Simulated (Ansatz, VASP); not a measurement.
**Two plane-wave programs on Cu**

```
Cu
1.0
     0.00000    1.77060    1.77060
     1.77060    0.00000    1.77060
     1.77060    1.77060    0.00000
Cu
1
Direct
  0.00000 0.00000 0.00000
```

Alike in both runs: task single point; functional SVWN5; k mesh 13 × 13 × 13; occupations fermi-dirac, width 0.05 eV; no spin polarisation.

|  | VASP | Ansatz |
| --- | --- | --- |
| version | VASP 6.6.1 | Ansatz 0.2.0 |
| potentials or method | VASP PAW PBE potentials, release 64 (Cu) | Ansatz PAW |
| plane-wave cutoff (eV) | 600 | 420 |
| valence electrons in the cell | 11 | 19 |

Ansatz gave:

| Quantity | Value |
| --- | --- |
| gap on the k mesh at the Fermi level (eV) | none |
| pressure (GPa) | -3.7 |

Problem. What did VASP give for the same quantities?

Solution. gap on the k mesh at the Fermi level (eV): none; pressure (GPa): -3.1.

VASP's potentials were made for PBE, not for SVWN5. A gap of «none» marks a metal or a gap that the smearing closes. VASP's potentials hold 11 valence electrons a cell and Ansatz's 19, so a difference there can come from the potentials and not from the codes.
